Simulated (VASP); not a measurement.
Hf:

```
Hf
1.0
     3.68528    0.00000    0.00000
     0.00000    3.88702    0.00000
     0.00000    0.00000    3.42612
Hf
2
Direct
  0.00000 0.50000 0.91015
  0.50000 0.00000 0.08985
```

| Item | Value |
| --- | --- |
| Program | VASP 6.6.1 |
| Task | relaxation of cell and atoms |
| Functional | PBE |
| Potentials or basis | VASP PAW PBE potentials, release 64 (Hf_pv) |
| Cutoff | 600 eV |
| k mesh | 6 × 4 × 6 |
| Occupations | gaussian, width 0.1 eV |
| Spin | no spin polarisation |

At the start: pressure 1.8 GPa; volume 24.54 Å³/atom.

Question: Where does the relaxation end?

Answer: Over 24 steps the energy falls by 1066.2 meV/atom and the volume is 22.55 Å³/atom (-8.1 %); space group I4/mmm (No. 139, to 0.05 Å).

Step by step:
```csv
step,energy change (eV),largest force (eV/Å),pressure (GPa),volume (Å³)
1,0.0000,1.8523,1.83,49.08
2,-0.5884,1.6588,-4.83,50.77
3,-0.7355,1.5752,-6.43,51.52
4,-1.1683,1.8124,3.31,45.18
5,-1.1759,1.5590,8.58,42.97
6,-1.3692,1.1784,9.93,42.07
7,-1.4649,0.1958,12.02,41.12
8,-1.7230,0.0771,5.69,42.92
9,-1.9213,0.2008,-4.24,46.75
10,-1.9728,0.1885,-2.78,45.99
11,-2.0134,0.1683,-0.87,45.06
12,-2.0180,0.1403,4.48,43.16
13,-2.0286,0.1417,1.91,44.02
14,-2.0485,0.1045,1.25,44.43
15,-2.0777,0.0614,-1.16,45.58
16,-2.0940,0.0360,-1.11,45.53
17,-2.1001,0.0131,-1.08,45.47
18,-2.1214,0.0268,0.21,44.95
19,-2.1247,0.0269,0.57,44.78
20,-2.1276,0.0258,1.45,44.43
21,-2.1321,0.0163,-0.01,45.05
22,-2.1322,0.0152,-0.16,45.14
23,-2.1322,0.0151,-0.23,45.15
24,-2.1324,0.0130,-0.13,45.11
```

Final structure:
```
Hf
1.0
     3.14280    0.00000    0.00000
     0.00000    4.54680    0.00000
     0.00000    0.00000    3.15674
Hf
2
Direct
  0.00000 0.50000 0.75175
  0.50000 0.00000 0.24825
```

Caveat: the k points lie up to 0.35 Å⁻¹ apart in the final cell.
